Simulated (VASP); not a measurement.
# Pb (Fm-3m) in VASP: single point with LDA

Aim: the single point of Pb with LDA.

All numbers are computed with VASP 6.6.1; they aren't measurements. Logs are shortened: lines on timing, memory, paths and dates and some standing lists are left out, and cuts for length are marked.

### 1 The cell of the first run

Symmetry: Fm-3m, No. 225, cubic system. The conventional cell has a = 3.683 Å, b = 3.683 Å, c = 3.683 Å, α = 90.00°, β = 90.00°, γ = 90.00°. Within 3.4 Å of Pb (site symmetry m-3m) lie 12 Pb at 2.60 Å.

### 2 Single point, LDA (12.49 Å³/atom)

POSCAR reads:

```
Pb
1.0
    0.0000000000      1.8415115593      1.8415115593
    1.8415115593      0.0000000000      1.8415115593
    1.8415115593      1.8415115593      0.0000000000
Pb
1
Direct
    0.0000000000      0.0000000000      0.0000000000
```

INCAR.step1 reads:

```
SYSTEM = Pb
  PREC = Accurate
  ENCUT = 400
  EDIFF = 1E-6
  ISMEAR = -1
  SIGMA = 0.05
  LREAL = .FALSE.
  LASPH = .TRUE.
  NELM = 120
  ALGO = Normal
  ISIF = 2
  LWAVE = .FALSE.
  LCHARG = .TRUE.
  NBANDS = 13
  GGA_COMPAT = .FALSE.
  NEDOS = 2001
  LORBIT = 11
```

KPOINTS.step1 reads:

```
Automatic mesh
0
G
  15 15 15
  0 0 0
```

INCAR.step2 reads:

```
SYSTEM = Pb
  PREC = Accurate
  ENCUT = 400
  EDIFF = 1E-6
  ISMEAR = -5
  SIGMA = 0.05
  LREAL = .FALSE.
  LASPH = .TRUE.
  NELM = 120
  ALGO = Normal
  ISIF = 2
  LWAVE = .FALSE.
  LCHARG = .FALSE.
  LORBIT = 11
  NEDOS = 1001
  ICHARG = 11
  GGA_COMPAT = .FALSE.
```

KPOINTS.step2 reads:

```
Automatic mesh
0
G
  23 23 23
  0 0 0
```

Potentials or basis: VASP PAW LDA potentials, release 64 (Pb_d).

Started as:

```console
> cat potpaw_LDA.64/Pb_d/POTCAR > POTCAR
> cp INCAR.step1 INCAR
> cp KPOINTS.step1 KPOINTS
> mpirun -np 1 vasp_std > vasp.out
> cp INCAR.step2 INCAR
> cp KPOINTS.step2 KPOINTS
> mpirun -np 1 vasp_std > vasp.out
```

OUTCAR:

```text
SYSTEM = Pb
   PREC = Accurate
   ENCUT = 400
   EDIFF = 1E-6
   ISMEAR = -5
   LREAL = .FALSE.
   LASPH = .TRUE.
   NELM = 120
   ISIF = 2
   LORBIT = 11
   ICHARG = 11

 ion  position               nearest neighbor table
   1  0.000  0.000  0.000-

  LATTYP: Found a face centered cubic cell.
 ALAT       =     3.6830231186

  Lattice vectors:

 A1 = (   0.0000000000,   1.8415115593,   1.8415115593)
 A2 = (   1.8415115593,   0.0000000000,   1.8415115593)
 A3 = (   1.8415115593,   1.8415115593,   0.0000000000)

Analysis of symmetry for initial positions (statically):
=====================================================================
 Subroutine PRICEL returns:
 Original cell was already a primitive cell.

 Routine SETGRP: Setting up the symmetry group for a
 face centered cubic supercell.

 Subroutine GETGRP returns: Found 48 space group operations
 (whereof 48 operations were pure point group operations)
 out of a pool of 48 trial point group operations.

The static configuration has the point symmetry O_h .

Analysis of symmetry for dynamics (positions and initial velocities):
=====================================================================
 Subroutine PRICEL returns:
 Original cell was already a primitive cell.

 Routine SETGRP: Setting up the symmetry group for a
 face centered cubic supercell.

 Subroutine GETGRP returns: Found 48 space group operations
 (whereof 48 operations were pure point group operations)
 out of a pool of 48 trial point group operations.

The dynamic configuration has the point symmetry O_h .

 Subroutine INISYM returns: Found 48 space group operations
 (whereof 48 operations are pure point group operations),
 and found     1 'primitive' translations

----------------------------------------------------------------------------------------

                                     Primitive cell

  volume of cell :      12.4897

  direct lattice vectors                    reciprocal lattice vectors
     0.000000000  1.841511559  1.841511559    -0.271516080  0.271516080  0.271516080
     1.841511559  0.000000000  1.841511559     0.271516080 -0.271516080  0.271516080
     1.841511559  1.841511559  0.000000000     0.271516080  0.271516080 -0.271516080

  length of vectors
     2.604290622  2.604290622  2.604290622     0.470279646  0.470279646  0.470279646

  position of ions in fractional coordinates (direct lattice)
     0.000000000  0.000000000  0.000000000

  ion indices of the primitive-cell ions
   primitive index   ion index
                 1           1

----------------------------------------------------------------------------------------

 KPOINTS: Automatic mesh

Automatic generation of k-mesh.
 Grid dimensions read from file:
 generate k-points for:   23   23   23

 Generating k-lattice:

  Cartesian coordinates                     Fractional coordinates (reciprocal lattice)
    -0.011805047  0.011805047  0.011805047     0.043478261  0.000000000  0.000000000
     0.011805047 -0.011805047  0.011805047     0.000000000  0.043478261  0.000000000
     0.011805047  0.011805047 -0.011805047     0.000000000  0.000000000  0.043478261

  Length of vectors
     0.020446941  0.020446941  0.020446941

  Shift w.r.t. Gamma in fractional coordinates (k-lattice)
     0.000000000  0.000000000  0.000000000

 TETIRR: Found   1662 inequivalent tetrahedra from    73002

 Subroutine IBZKPT returns following result:
 ===========================================

 Found    364 irreducible k-points:

 Following reciprocal coordinates:
            Coordinates               Weight
  0.000000  0.000000  0.000000      1.000000
  0.043478  0.000000  0.000000      8.000000
  0.086957  0.000000  0.000000      8.000000
  0.130435  0.000000  0.000000      8.000000
  0.173913  0.000000  0.000000      8.000000
  0.217391  0.000000  0.000000      8.000000
[... 16 lines left out ...]
  0.478261  0.043478  0.000000     24.000000
 -0.478261  0.043478  0.000000     24.000000
 [... further k-points ...]
   k-points           NKPTS =    364   k-points in BZ     NKDIM =    364   number of bands    NBANDS=     11
   number of dos      NEDOS =   1001   number of ions     NIONS =      1
   total plane-waves  NPLWV =   5832
   dimension x,y,z NGX =    18 NGY =   18 NGZ =   18
   dimension x,y,z NGXF=    36 NGYF=   36 NGZF=   36
   ions per type =               1
   NGX,Y,Z   is equivalent  to a cutoff of  11.49, 11.49, 11.49 a.u.
   NGXF,Y,Z  is equivalent  to a cutoff of  22.98, 22.98, 22.98 a.u.
 SYSTEM =  Pb
   PREC   = accura    normal or accurate (medium, high low for compatibility)
   ISTART =      0    job   : 0-new  1-cont  2-samecut
   ICHARG =     11    charge: 1-file 2-atom 10-const
   ISPIN  =      1    spin polarized calculation?
   LNONCOLLINEAR =      F non collinear calculations
   LSORBIT =      F    spin-orbit coupling
   LASPH  =      T    aspherical Exc in radial PAW
   ENCUT  =  400.0 eV  29.40 Ry    5.42 a.u.   4.25  4.25  4.25*2*pi/ulx,y,z
   NELM   =    120;   NELMIN=  2; NELMDL=  0     # of ELM steps
   EDIFF  = 0.1E-05   stopping-criterion for ELM
   LREAL  =      F    real-space projection
   EDIFFG = 0.1E-04   stopping-criterion for IOM
   NSW    =      0    number of steps for IOM
   IBRION =     -1    ionic relax: 0-MD 1-quasi-New 2-CG
   NFREE  =      0    steps in history (QN), initial steepest desc. (CG)
   ISIF   =      2    stress and relaxation
   ISYM   =      2    0-nonsym 1-usesym 2-fastsym
   POTIM  = 0.5000    time-step for ionic-motion
   TEBEG  =    0.0;   TEEND  =   0.0 temperature during run
   PSTRESS=    0.0 pullay stress
   NELECT =      14.0000    total number of electrons
   NUPDOWN=      -1.0000    fix difference up-down
   EMIN   =  10.00;   EMAX   =-10.00  energy-range for DOS
   EFERMI =   0.00;   METHOD = LEGACY
   ISMEAR =    -5;   SIGMA  =   0.05  broadening in eV -4-tet -1-fermi 0-gaus
   EFERMI_NEDOS =   21; number of points for ismear=-14 and -15
   IALGO  =     38    algorithm
   IMIX   =      4    mixing-type and parameters
     AMIX     =   0.40;   BMIX     =  1.00
     AMIX_MAG =   1.60;   BMIX_MAG =  1.00
  volume/ion in A,a.u.               =      12.49        84.28
  Fermi-wavevector in a.u.,A,eV,Ry     =   1.700590  3.213650 39.348155  2.892008
  Thomas-Fermi vector in A             =   2.780698
   LORBIT       =     11    0 simple, 1 ext, 2 COOP (PROOUT), +10 PAW based schemes
   GGA     = CA    functional components
   LHFCALC =     F    Hartree Fock is set to
   AEXX    =    0.0000 exact exchange contribution
   IVDW    =     0    specifies the selected vdW correction
   LEPSILON=     F    determine dielectric tensor
   LRPA    =     F    only Hartree local field effects (RPA)
 non-spin polarized calculation
 Fermi weights with tetrahedron method with Bloechl corrections
  energy-cutoff  :      400.00
  volume of cell :       12.49
 maximum number of plane-waves:       259
 NGX is ok and might be reduce to    18

 number of electron      13.9999998 magnetization

 Free energy of the ion-electron system (eV)
  ---------------------------------------------------
  ext. energy  EPLUGINS =         0.00000000
  ---------------------------------------------------
  free energy    TOTEN  =         3.85758366 eV

  energy without entropy =        3.85758366  energy(sigma->0) =        3.85758366

 E-fermi :  24.2448     XC(G=0): -15.4504

 val. band max:       24.3441475593   @ k =   0.4348   0.3478   0.0435
 cond. band min:      23.9643410690   @ k =  -0.2609   0.2609   0.0000
 fundamental gap:     -0.3798064903
 Fermi energy:        24.2447617604

 k-point     1 :       0.0000    0.0000    0.0000
  band No.  band energies     occupation
      1       1.0717      2.00000
      2       2.7858      2.00000
      3       2.7858      2.00000
      4       2.7858      2.00000
      5       4.2631      2.00000
      6       4.2631      2.00000
      7      30.4269      0.00000
      8      35.5037      0.00000
      9      35.5037      0.00000
     10      35.5037      0.00000
     11      42.7982      0.00000

 k-point     2 :       0.0435    0.0000    0.0000
  band No.  band energies     occupation
      1       1.1529      2.00000
      2       2.7725      2.00000
      3       2.8101      2.00000
      4       2.8101      2.00000
      5       4.2550      2.00000
      6       4.2550      2.00000
      7      30.5043      0.00000
      8      35.0085      0.00000
      9      35.5920      0.00000
     10      35.5920      0.00000
     11      43.2125      0.00000

 k-point     3 :       0.0870    0.0000    0.0000
  band No.  band energies     occupation
      1       1.3798      2.00000
      2       2.7513      2.00000
      3       2.8772      2.00000
      4       2.8772      2.00000
      5       4.2363      2.00000
      6       4.2363      2.00000
      7      30.6979      0.00000
      8      33.8108      0.00000
      9      35.8486      0.00000
     10      35.8486      0.00000
     11      42.7835      0.00000

 k-point     4 :       0.1304    0.0000    0.0000
  band No.  band energies     occupation
      1       1.6711      2.00000
      2       2.8102      2.00000
      3       2.9693      2.00000
      4       2.9693      2.00000
      5       4.2244      2.00000
      6       4.2244      2.00000
      7      30.7762      0.00000
      8      32.4282      0.00000
      9      36.2443      0.00000
     10      36.2443      0.00000
     11      41.2559      0.00000
[... 239 lines left out ...]
 k-point    22 :       0.4348    0.0435    0.0000
  band No.  band energies     occupation
      1       1.1926      2.00000
      2       2.8284      2.00000
      3       2.9050      2.00000
      4       5.1326      2.00000
      5       5.3846      2.00000
      6      10.0807      2.00000
      7      17.6564      2.00000
      8      30.3761      0.00000
      9      33.6462      0.00000
     10      34.1281      0.00000
     11      41.9964      0.00000

 k-point    23 :       0.4783    0.0435    0.0000
  band No.  band energies     occupation
      1       1.1329      2.00000
      2       2.7959      2.00000
      3       2.8649      2.00000
      4       5.2914      2.00000
      5       5.4582      2.00000
      6      11.6554      2.00000
      7      15.7578      2.00000
      8      30.1930      0.00000
      9      33.4759      0.00000
     10      33.5584      0.00000
     11      42.3427      0.00000

 k-point    24 :      -0.4783    0.0435    0.0000
  band No.  band energies     occupation
      1       1.1181      2.00000
      2       2.7913      2.00000
      3       2.8504      2.00000
      4       5.3644      2.00000
      5       5.4446      2.00000
      6      12.3810      2.00000
      7      14.9518      2.00000
      8      30.1433      0.00000
      9      33.2685      0.00000
     10      33.5871      0.00000
     11      42.5221      0.00000

 [... further k-points ...]
[... 5 lines left out ...]
  --------------------------------------------------------------------------------------
  -------------------------------------------------------------------------------------
  Total       27.9232775     27.9232775     27.9232775      0.0000000      0.0000000      0.0000000
  in kB     3581.9839112   3581.9839112   3581.9839112      0.0000000      0.0000000      0.0000000
  external PRESSURE =    3581.9839112 kB  Pullay stress =       0.0000000 kB

 VOLUME and BASIS-vectors are now :
 -----------------------------------------------------------------------------
  energy-cutoff  :      400.00
  volume of cell :       12.49
      direct lattice vectors                 reciprocal lattice vectors
     0.000000000  1.841511559  1.841511559    -0.271516080  0.271516080  0.271516080
     1.841511559  0.000000000  1.841511559     0.271516080 -0.271516080  0.271516080
     1.841511559  1.841511559  0.000000000     0.271516080  0.271516080 -0.271516080

 POSITION                                       TOTAL-FORCE (eV/Angst)
 -----------------------------------------------------------------------------------
      0.00000      0.00000      0.00000        -0.000000     -0.000000     -0.000000
 -----------------------------------------------------------------------------------
    total drift:                               -0.000000      0.000000      0.000000

  FREE ENERGIE OF THE ION-ELECTRON SYSTEM (eV)
  ---------------------------------------------------
  free  energy   TOTEN  =         3.8575836644 eV

  energy  without entropy=        3.8575836644  energy(sigma->0) =        3.85758366

 total charge

# of ion       s       p       d       tot
------------------------------------------
    1        1.527   1.697  10.126  13.351
```

Run time: 15 s. Hardware: 1 thread of Intel Xeon 6975P-C (Granite Rapids), shared host; peak memory 0.14 GiB.

What came out:

* Valence electrons inside the program's atomic spheres: Pb 13.35

Levels at points of the mesh, in eV from the Fermi level:
```
           k point  band 4  band 5  band 6  band 7  band 8  band 9  band 10  band 11
(0.00, 0.00, 0.00)  -21.46  -19.98  -19.98    6.18   11.26   11.26    11.26    18.55
```

Caveat: spin-orbit coupling is left out, which moves the levels of the heavy elements; tetrahedron occupations give inexact forces and stress in metals.
